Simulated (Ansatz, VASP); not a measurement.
**One calculation of PtS2, two programs**

```xyz
6
Lattice="3.5432 0.0000 0.0000 -1.7716 3.0685 0.0000 0.0000 0.0000 10.0776" Properties=species:S:1:pos:R:3 pbc="T T T"
Pt    0.0000    0.0000    0.0000
Pt    0.0000    0.0000    5.0388
S     0.0000    2.0457    1.2597
S     1.7716    1.0228    3.7791
S     0.0000    2.0457    6.2985
S     1.7716    1.0228    8.8179
```

Alike in both runs: task single point; functional LDA; k mesh 6 × 6 × 2; occupations gaussian, width 0.05 eV; collinear spin; Hubbard terms Pt d U = 5.0 eV, J = 0.9 eV.

```csv
,VASP,Ansatz
version,VASP 6.6.1,Ansatz 0.2.0
potentials or method,"VASP PAW LDA potentials, release 64 (Pt, S), cutoff 520 eV","scalar-relativistic, plane waves, PAW"
valence electrons in the cell,44,60
```

```tsv
	VASP	Ansatz	Ansatz less VASP
gap on the k mesh at the Fermi level (eV)	0.30	0.32	+0.024
least direct gap on the mesh (eV)	1.09	1.08	-0.008
pressure (GPa)	-8.2	-4.9	+3.26
rms of the force components (eV/Å)	0.409	0.259	-0.1502
net moment per atom (μB)	0.00	0.00	0.000
```

LDA's correlation is that of Perdew and Zunger in VASP and of Perdew and Wang (1992) in Ansatz. The programs project onto different local orbitals, so the same U acts differently, and such runs can settle in different states. VASP's potentials hold 44 valence electrons a cell and Ansatz's 60, so a difference there can come from the potentials and not from the codes. Ansatz's warnings: seeded moment not kept, specified occupation not kept, symmetry narrowed by occupation matrices.

Spin-orbit coupling is off throughout.
